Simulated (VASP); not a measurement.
# Rh (I4/mmm) in VASP: a series of runs

Rh is run at these levels: r2SCAN; tasks: single point.

All numbers are computed with VASP 6.6.1; they aren't measurements. Logs are shortened: lines on timing, memory, paths and dates and some standing lists are left out, and cuts for length are marked.

### 1 The cell of the first run

It takes space group I4/mmm (No. 139, tetragonal). The conventional cell has a = 2.649 Å, b = 2.649 Å, c = 3.803 Å, α = 90.00°, β = 90.00°, γ = 90.00°. Rh (site symmetry 4/mmm) has 12 Rh at 2.65 to 2.67 Å within 3.5 Å.

### 2 Single point, r2SCAN (strain -0.015 along x and y, +0.000 along z)

File POSCAR:

```
Rh
1.0
    0.0000000000      1.8730267500      1.9015500000
    1.8730267500      0.0000000000      1.9015500000
    1.8730267500      1.8730267500      0.0000000000
Rh
1
Direct
    0.0000000000      0.0000000000      0.0000000000
```

File INCAR.step1:

```
  ALGO = Normal
  EDIFF = 1E-5
  ENCUT = 680
  GGA = PE
  GGA_COMPAT = False
  ISMEAR = 0
  LASPH = True
  LCHARG = False
  LREAL = False
  LWAVE = True
  NBANDS = 14
  NELM = 120
  PREC = Accurate
  SIGMA = 0.15
```

File INCAR.step2:

```
  ALGO = Normal
  EDIFF = 1E-6
  ENCUT = 680
  GGA_COMPAT = False
  ISIF = 2
  ISMEAR = 0
  ISTART = 1
  LASPH = True
  LCHARG = False
  LMIXTAU = True
  LREAL = False
  LWAVE = False
  METAGGA = R2SCAN
  NBANDS = 14
  NELM = 120
  PREC = Accurate
  SIGMA = 0.15
```

File KPOINTS:

```
k-points
0
Gamma
  8 8 8
```

Potentials or basis: VASP PAW PBE potentials, release 64 (Rh_sv_GW).

The run is started by

```sh
$ cat potpaw_PBE.64/Rh_sv_GW/POTCAR > POTCAR
$ cp INCAR.step1 INCAR
$ mpirun -np 1 vasp_std > vasp.out
$ cp INCAR.step2 INCAR
$ mpirun -np 1 vasp_std > vasp.out
```

OUTCAR:

```text
EDIFF = 1E-6
   ENCUT = 680
   ISIF = 2
   ISMEAR = 0
   ISTART = 1
   LASPH = True
   LREAL = False
   METAGGA = R2SCAN
   NELM = 120
   PREC = Accurate

 ion  position               nearest neighbor table
   1  0.000  0.000  0.000-

  LATTYP: Found a body centered tetragonal cell.
 ALAT       =     2.6488598325
 C/A-ratio  =     1.4357498095

  Lattice vectors:

 A1 = (  -1.8730267500,   0.0000000000,   1.9015500000)
 A2 = (   1.8730267500,   0.0000000000,   1.9015500000)
 A3 = (   0.0000000000,   1.8730267500,  -1.9015500000)

Analysis of symmetry for initial positions (statically):
=====================================================================
 Subroutine PRICEL returns:
 Original cell was already a primitive cell.

 Routine SETGRP: Setting up the symmetry group for a
 body centered tetragonal supercell.

 Subroutine GETGRP returns: Found 16 space group operations
 (whereof 16 operations were pure point group operations)
 out of a pool of 16 trial point group operations.

The static configuration has the point symmetry D_4h.

Analysis of symmetry for dynamics (positions and initial velocities):
=====================================================================
 Subroutine PRICEL returns:
 Original cell was already a primitive cell.

 Routine SETGRP: Setting up the symmetry group for a
 body centered tetragonal supercell.

 Subroutine GETGRP returns: Found 16 space group operations
 (whereof 16 operations were pure point group operations)
 out of a pool of 16 trial point group operations.

The dynamic configuration has the point symmetry D_4h.

 Subroutine INISYM returns: Found 16 space group operations
 (whereof 16 operations are pure point group operations),
 and found     1 'primitive' translations

----------------------------------------------------------------------------------------

                                     Primitive cell

  volume of cell :      13.3421

  direct lattice vectors                    reciprocal lattice vectors
     0.000000000  1.873026750  1.901550000    -0.266947602  0.266947602  0.262943388
     1.873026750  0.000000000  1.901550000     0.266947602 -0.266947602  0.262943388
     1.873026750  1.873026750  0.000000000     0.266947602  0.266947602 -0.262943388

  length of vectors
     2.669105020  2.669105020  2.648859833     0.460066593  0.460066593  0.460066593

  position of ions in fractional coordinates (direct lattice)
     0.000000000  0.000000000  0.000000000

  ion indices of the primitive-cell ions
   primitive index   ion index
                 1           1

----------------------------------------------------------------------------------------

 KPOINTS: k-points

Automatic generation of k-mesh.
 Grid dimensions read from file:
 generate k-points for:    8    8    8

 Generating k-lattice:

  Cartesian coordinates                     Fractional coordinates (reciprocal lattice)
    -0.033368450  0.033368450  0.032867924     0.125000000  0.000000000  0.000000000
     0.033368450 -0.033368450  0.032867924     0.000000000  0.125000000  0.000000000
     0.033368450  0.033368450 -0.032867924     0.000000000  0.000000000  0.125000000

  Length of vectors
     0.057508324  0.057508324  0.057508324

  Shift w.r.t. Gamma in fractional coordinates (k-lattice)
     0.000000000  0.000000000  0.000000000

 Subroutine IBZKPT returns following result:
 ===========================================

 Found     59 irreducible k-points:

 Following reciprocal coordinates:
            Coordinates               Weight
  0.000000  0.000000  0.000000      1.000000
  0.125000 -0.000000  0.000000      8.000000
  0.250000 -0.000000  0.000000      8.000000
  0.375000 -0.000000  0.000000      8.000000
  0.500000 -0.000000  0.000000      4.000000
  0.125000  0.125000  0.000000      2.000000
[... 16 lines left out ...]
  0.250000  0.000000  0.125000     16.000000
  0.375000 -0.000000  0.125000     16.000000
 [... further k-points ...]
   k-points           NKPTS =     59   k-points in BZ     NKDIM =     59   number of bands    NBANDS=     14
   number of dos      NEDOS =    301   number of ions     NIONS =      1
   total plane-waves  NPLWV =  13824
   dimension x,y,z NGX =    24 NGY =   24 NGZ =   24
   dimension x,y,z NGXF=    48 NGYF=   48 NGZF=   48
   ions per type =               1
   NGX,Y,Z   is equivalent  to a cutoff of  14.95, 14.95, 15.06 a.u.
   NGXF,Y,Z  is equivalent  to a cutoff of  29.90, 29.90, 30.13 a.u.
 SYSTEM =  unknown system
   PREC   = accura    normal or accurate (medium, high low for compatibility)
   ISTART =      1    job   : 0-new  1-cont  2-samecut
   ICHARG =      0    charge: 1-file 2-atom 10-const
   ISPIN  =      1    spin polarized calculation?
   LNONCOLLINEAR =      F non collinear calculations
   LSORBIT =      F    spin-orbit coupling
   LASPH  =      T    aspherical Exc in radial PAW
   ENCUT  =  680.0 eV  49.98 Ry    7.07 a.u.   5.68  5.68  5.63*2*pi/ulx,y,z
[... 24 lines left out ...]
  Thomas-Fermi vector in A             =   2.840721
   LORBIT       =      0    0 simple, 1 ext, 2 COOP (PROOUT), +10 PAW based schemes
   METAGGA = R2SCAN    functional components
   LHFCALC =     F    Hartree Fock is set to
   AEXX    =    0.0000 exact exchange contribution
   IVDW    =     0    specifies the selected vdW correction
   LEPSILON=     F    determine dielectric tensor
   LRPA    =     F    only Hartree local field effects (RPA)
 non-spin polarized calculation
 Gauss-broadening in eV      SIGMA  =   0.15
  energy-cutoff  :      680.00
  volume of cell :       13.34
 maximum number of plane-waves:       548
   NGX = 11   NGY = 11   NGZ = 11

 number of electron      17.0000003 magnetization

 Free energy of the ion-electron system (eV)
  ---------------------------------------------------
  ext. energy  EPLUGINS =         0.00000000
  ---------------------------------------------------
  free energy    TOTEN  =       -23.25381712 eV

  energy without entropy =      -23.23515638  energy(sigma->0) =      -23.24448675

 E-fermi :  11.2583     XC(G=0): -15.4880

 val. band max:       11.2406958706   @ k =  -0.3750   0.2500   0.0000
 cond. band min:      11.2904682938   @ k =   0.3750  -0.0000   0.0000
 fundamental gap:      0.0497724232
 Fermi energy:        11.2583319807

 k-point     1 :       0.0000    0.0000    0.0000
  band No.  band energies     occupation
      1     -70.0187      2.00000
      2     -36.6120      2.00000
      3     -36.6042      2.00000
      4     -36.6042      2.00000
      5       2.8431      2.00000
      6       7.8017      2.00000
      7       7.9795      2.00000
      8       7.9795      2.00000
      9      10.0086      2.00000
     10      10.2203      2.00000
     11      27.6339      0.00000
     12      33.1271      0.00000
     13      33.6186      0.00000
     14      33.6186      0.00000

 k-point     2 :       0.1250   -0.0000    0.0000
  band No.  band energies     occupation
      1     -69.9984      2.00000
      2     -36.7375      2.00000
      3     -36.6283      2.00000
      4     -36.6203      2.00000
      5       3.4862      2.00000
      6       7.6537      2.00000
      7       8.0993      2.00000
      8       8.2130      2.00000
      9       9.9181      2.00000
     10      10.0962      2.00000
     11      28.5305      0.00000
     12      30.9636      0.00000
     13      34.2590      0.00000
     14      34.5923      0.00000

 k-point     3 :       0.2500   -0.0000    0.0000
  band No.  band energies     occupation
      1     -69.9490      2.00000
      2     -37.0473      2.00000
      3     -36.6737      2.00000
      4     -36.6590      2.00000
      5       4.6990      2.00000
      6       7.8204      2.00000
      7       8.2054      2.00000
      8       8.3738      2.00000
      9      10.2831      2.00000
     10      10.3405      2.00000
     11      27.2243      0.00000
     12      29.4359      0.00000
     13      36.6721      0.00000
     14      36.9719      0.00000
[... 324 lines left out ...]
 k-point    23 :       0.2500    0.0000    0.1250
  band No.  band energies     occupation
      1     -69.9512      2.00000
      2     -36.9640      2.00000
      3     -36.7080      2.00000
      4     -36.6899      2.00000
      5       4.8576      2.00000
      6       6.9635      2.00000
      7       8.4282      2.00000
      8       8.7271      2.00000
      9       9.8230      2.00000
     10      10.6557      2.00000
     11      28.9082      0.00000
     12      30.1931      0.00000
     13      33.5457      0.00000
     14      34.5715      0.00000

 k-point    24 :       0.3750   -0.0000    0.1250
  band No.  band energies     occupation
      1     -69.9016      2.00000
      2     -37.2531      2.00000
      3     -36.7538      2.00000
      4     -36.7422      2.00000
      5       5.2810      2.00000
      6       7.6894      2.00000
      7       8.0487      2.00000
      8       8.5318      2.00000
      9      11.5143      0.01580
     10      11.8535      0.00000
     11      24.7551      0.00000
     12      29.1911      0.00000
     13      32.8564      0.00000
     14      34.5300      0.00000

 [... further k-points ...]

------------------------ aborting loop because EDIFF is reached ----------------------------------------

  FORCE on cell =-STRESS in cart. coord.  units (eV):
  Direction    XX          YY          ZZ          XY          YZ          ZX
  --------------------------------------------------------------------------------------
  -------------------------------------------------------------------------------------
  Total        0.8930488      0.8930488      0.5643756      0.0000000      0.0000000     -0.0000000
  in kB      107.2408088    107.2408088     67.7724435      0.0000000      0.0000000     -0.0000000
  external PRESSURE =      94.0846870 kB  Pullay stress =       0.0000000 kB

 VOLUME and BASIS-vectors are now :
 -----------------------------------------------------------------------------
  energy-cutoff  :      680.00
  volume of cell :       13.34
      direct lattice vectors                 reciprocal lattice vectors
     0.000000000  1.873026750  1.901550000    -0.266947602  0.266947602  0.262943388
     1.873026750  0.000000000  1.901550000     0.266947602 -0.266947602  0.262943388
     1.873026750  1.873026750  0.000000000     0.266947602  0.266947602 -0.262943388

 POSITION                                       TOTAL-FORCE (eV/Angst)
 -----------------------------------------------------------------------------------
      0.00000      0.00000      0.00000         0.000000      0.000000      0.000000
 -----------------------------------------------------------------------------------
    total drift:                                0.000000      0.000000     -0.000000

  FREE ENERGIE OF THE ION-ELECTRON SYSTEM (eV)
  ---------------------------------------------------
  free  energy   TOTEN  =       -23.2538171217 eV

  energy  without entropy=      -23.2351563755  energy(sigma->0) =      -23.24448675
```

It took 25 s on 1 thread of Intel Xeon 6975P-C (Granite Rapids), shared host; peak memory 0.16 GiB.

What came out:

```
Free energy            : -23.2538 eV
Pressure               : 9.4 GPa
Band gap on the k mesh : zero (an odd number of electrons rules out a gap without spin polarisation)
```

Caveat: the k points lie up to 0.36 Å⁻¹ apart, too coarse for converged energies and pressures of a metal; the cell differs from its parent crystal (strain -0.015 along x and y, +0.000 along z); the PAW data sets were made with another functional, which shifts forces and pressure a little.

### 3 Single point, r2SCAN (strain -0.030 along x and y, +0.030 along z)

File POSCAR:

```
Rh
1.0
    0.0000000000      1.8445035000      1.9585965000
    1.8445035000      0.0000000000      1.9585965000
    1.8445035000      1.8445035000      0.0000000000
Rh
1
Direct
    0.0000000000      0.0000000000      0.0000000000
```

File INCAR.step1:

```
PREC = Accurate ; ENCUT = 680
ISMEAR = 0 ; SIGMA = 0.15
LREAL = False ; LASPH = True
NELM = 120 ; NBANDS = 14
GGA = PE ; ALGO = Normal
EDIFF = 1E-5 ; LWAVE = True
LCHARG = False ; GGA_COMPAT = False
```

File INCAR.step2:

```
PREC = Accurate ; ENCUT = 680
EDIFF = 1E-6 ; ISMEAR = 0
SIGMA = 0.15 ; LREAL = False
LASPH = True ; NELM = 120
ALGO = Normal ; ISIF = 2
LWAVE = False ; LCHARG = False
METAGGA = R2SCAN ; LMIXTAU = True
NBANDS = 14 ; ISTART = 1
GGA_COMPAT = False
```

File KPOINTS:

```
Automatic mesh
0
Gamma
  8 8 8
```

Potentials or basis: VASP PAW PBE potentials, release 64 (Rh_sv_GW).

The run is started by

```sh
$ cat potpaw_PBE.64/Rh_sv_GW/POTCAR > POTCAR
$ cp INCAR.step1 INCAR
$ mpirun -np 1 vasp_std > vasp.out
$ cp INCAR.step2 INCAR
$ mpirun -np 1 vasp_std > vasp.out
```

Run time: 26 s. Hardware: 1 thread of Intel Xeon 6975P-C (Granite Rapids), shared host; peak memory 0.16 GiB.

The run converged. Its results:

```
Free energy            : -23.2284 eV
Pressure               : 10.3 GPa
Band gap on the k mesh : zero (an odd number of electrons rules out a gap without spin polarisation)
```

Stress tensor (GPa, compression positive):
```
15.55  0.00  0.00
 0.00 15.55  0.00
 0.00  0.00 -0.07
```

Levels at points of the mesh, in eV from the Fermi level:
| k point | band 5 | band 6 | band 7 | band 8 | band 9 | band 10 | band 11 | band 12 |
| --- | --- | --- | --- | --- | --- | --- | --- | --- |
| (0.00, 0.00, 0.00) | -8.41 | -3.80 | -3.07 | -3.07 | -1.59 | -0.72 | 16.45 | 20.97 |
| (0.50, 0.00, 0.00) | -6.61 | -3.80 | -3.10 | 0.45 | 0.77 | 0.86 | 9.45 | 15.94 |
| (0.50, 0.50, 0.00) | -6.83 | -6.45 | 0.58 | 1.05 | 1.05 | 2.62 | 12.13 | 14.89 |
| (0.50, 0.00, 0.50) | -6.88 | -6.47 | 0.48 | 0.77 | 1.43 | 3.97 | 13.41 | 13.87 |

Caveat: the k points lie up to 0.36 Å⁻¹ apart, too coarse for converged energies and pressures of a metal; the cell differs from its parent crystal (strain -0.030 along x and y, +0.030 along z); the PAW data sets were made with another functional, which shifts forces and pressure a little.

### 4 Single point, r2SCAN (strain +0.000 along x and y, -0.015 along z)

File POSCAR:

```
Rh
1.0
    0.0000000000      1.9015500000      1.8730267500
    1.9015500000      0.0000000000      1.8730267500
    1.9015500000      1.9015500000      0.0000000000
Rh
1
Direct
    0.0000000000      0.0000000000      0.0000000000
```

File INCAR.step1:

```
SYSTEM = Rh
PREC = Accurate ; ENCUT = 680
ISMEAR = 0 ; SIGMA = 0.15
LREAL = .FALSE. ; LASPH = .TRUE.
NELM = 120 ; NBANDS = 14
GGA = PE ; ALGO = Normal
EDIFF = 1E-5 ; LWAVE = .TRUE.
LCHARG = .FALSE. ; GGA_COMPAT = .FALSE.
```

File INCAR.step2:

```
SYSTEM = Rh
PREC = Accurate ; ENCUT = 680
EDIFF = 1E-6 ; ISMEAR = 0
SIGMA = 0.15 ; LREAL = .FALSE.
LASPH = .TRUE. ; NELM = 120
ALGO = Normal ; ISIF = 2
LWAVE = .FALSE. ; LCHARG = .FALSE.
METAGGA = R2SCAN ; LMIXTAU = .TRUE.
NBANDS = 14 ; ISTART = 1
GGA_COMPAT = .FALSE.
```

File KPOINTS:

```
regular mesh
0
G
  8 8 8
  0 0 0
```

The run is started by

```sh
$ cat potpaw_PBE.64/Rh_sv_GW/POTCAR > POTCAR
$ cp INCAR.step1 INCAR
$ mpirun -np 1 vasp_std > vasp.out
$ cp INCAR.step2 INCAR
$ mpirun -np 1 vasp_std > vasp.out
```

Run time: 30 s. Hardware: 1 thread of Intel Xeon 6975P-C (Granite Rapids), shared host; peak memory 0.16 GiB.

Results (log left out):

| Property | Result |
| --- | --- |
| Free energy | -23.2628 eV |
| Pressure | 4.7 GPa |
| Band gap on the k mesh | zero (an odd number of electrons rules out a gap without spin polarisation) |

Stress tensor (GPa, compression positive):
```
3.42 0.00 0.00
0.00 3.42 0.00
0.00 0.00 7.12
```

Levels at points of the mesh, in eV from the Fermi level:
| k point | band 5 | band 6 | band 7 | band 8 | band 9 | band 10 | band 11 | band 12 |
| --- | --- | --- | --- | --- | --- | --- | --- | --- |
| (0.00, 0.00, 0.00) | -8.30 | -3.32 | -3.32 | -3.15 | -1.22 | -1.02 | 16.40 | 21.97 |
| (0.50, 0.00, 0.00) | -6.48 | -3.47 | -3.29 | 0.54 | 0.63 | 0.85 | 9.23 | 16.01 |
| (0.50, 0.50, 0.00) | -6.72 | -6.34 | 0.50 | 1.06 | 1.06 | 3.69 | 13.34 | 13.82 |
| (0.50, 0.00, 0.50) | -6.71 | -6.32 | 0.50 | 0.98 | 1.12 | 3.35 | 12.90 | 14.01 |

Caveat: the cell differs from its parent crystal (strain +0.000 along x and y, -0.015 along z); the cell stands under pressure; the PAW data sets were made with another functional, which shifts forces and pressure a little.

### 5 Single point, r2SCAN (strain +0.000 along x and y, +0.015 along z)

File POSCAR:

```
Rh
1.0
    0.0000000000      1.9015500000      1.9300732500
    1.9015500000      0.0000000000      1.9300732500
    1.9015500000      1.9015500000      0.0000000000
Rh
1
Direct
    0.0000000000      0.0000000000      0.0000000000
```

File INCAR.step1:

```
SYSTEM = Rh
PREC = Accurate
ENCUT = 680
ISMEAR = 0
SIGMA = 0.15
LREAL = .False.
LASPH = .True.
NELM = 120
NBANDS = 14
GGA = PE
ALGO = Normal
EDIFF = 1E-5
LWAVE = .True.
LCHARG = .False.
GGA_COMPAT = .False.
```

File INCAR.step2:

```
SYSTEM = Rh
PREC = Accurate
ENCUT = 680
EDIFF = 1E-6
ISMEAR = 0
SIGMA = 0.15
LREAL = .False.
LASPH = .True.
NELM = 120
ALGO = Normal
ISIF = 2
LWAVE = .False.
LCHARG = .True.
METAGGA = R2SCAN
LMIXTAU = .True.
LELF = .True.
LVHAR = .True.
NBANDS = 14
ISTART = 1
GGA_COMPAT = .False.
```

File KPOINTS:

```
Automatic mesh
0
Gamma
  8 8 8
  0 0 0
```

The run is started by

```sh
$ cat potpaw_PBE.64/Rh_sv_GW/POTCAR > POTCAR
$ cp INCAR.step1 INCAR
$ mpirun -np 1 vasp_std > vasp.out
$ cp INCAR.step2 INCAR
$ mpirun -np 1 vasp_std > vasp.out
```

Run time: 52 s. Hardware: 1 thread of Intel Xeon Platinum 8259CL at 2.50GHz (Skylake/Cascade Lake), shared host; peak memory 0.16 GiB.

The run converged. Its results:

```
Free energy            : -23.2638 eV
Pressure               : -3.7 GPa
Band gap on the k mesh : zero (an odd number of electrons rules out a gap without spin polarisation)
```

Stress tensor (GPa, compression positive):
```
-2.60  0.00  0.00
 0.00 -2.60  0.00
 0.00  0.00 -5.99
```

Levels at points of the mesh, in eV from the Fermi level:
```
           k point  band 5  band 6  band 7  band 8  band 9  band 10  band 11  band 12
(0.00, 0.00, 0.00)   -8.07   -3.22   -3.06   -3.06   -1.17    -0.98    16.43    21.70
(0.50, 0.00, 0.00)   -6.22   -3.31   -3.14    0.51    0.59     0.89     8.91    16.04
(0.50, 0.50, 0.00)   -6.41   -6.04    0.48    0.99    0.99     3.20    12.37    14.02
(0.50, 0.00, 0.50)   -6.42   -6.05    0.47    0.93    1.08     3.53    12.80    13.66
```

Caveat: the cell differs from its parent crystal (strain +0.000 along x and y, +0.015 along z); the cell stands under tension; the PAW data sets were made with another functional, which shifts forces and pressure a little.

### 6 Overview

| cell | gap on the mesh (eV) | pressure (GPa) |
| --- | --- | --- |
| a = 2.669, b = 2.669, c = 2.649 Å, angles 60.3, 60.3, 59.5°, 1 atom | none | 9.4 |
| a = 2.690, b = 2.690, c = 2.609 Å, angles 61.0, 61.0, 58.0°, 1 atom | none | 10.3 |
| a = 2.669, b = 2.669, c = 2.689 Å, angles 59.8, 59.8, 60.5°, 1 atom | none | 4.7 |
| a = 2.709, b = 2.709, c = 2.689 Å, angles 60.2, 60.2, 59.5°, 1 atom | none | -3.7 |

Alike in all rows: task single point; level r2SCAN; potentials or basis VASP PAW PBE potentials, release 64 (Rh_sv_GW); no spin polarisation; k mesh 8 × 8 × 8; cutoff (eV) 680; smearing gaussian 0.15 eV.

Caveats: some runs use coarse meshes; the PAW data sets were made with another functional, which shifts forces and pressure a little; the cell stands under pressure (at least some runs); the cell stands under tension (at least some runs).

Absolute energies hang on the potentials; compare differences alone.

The gap in the log of VASP goes by the Fermi energy; the results here count the filled bands.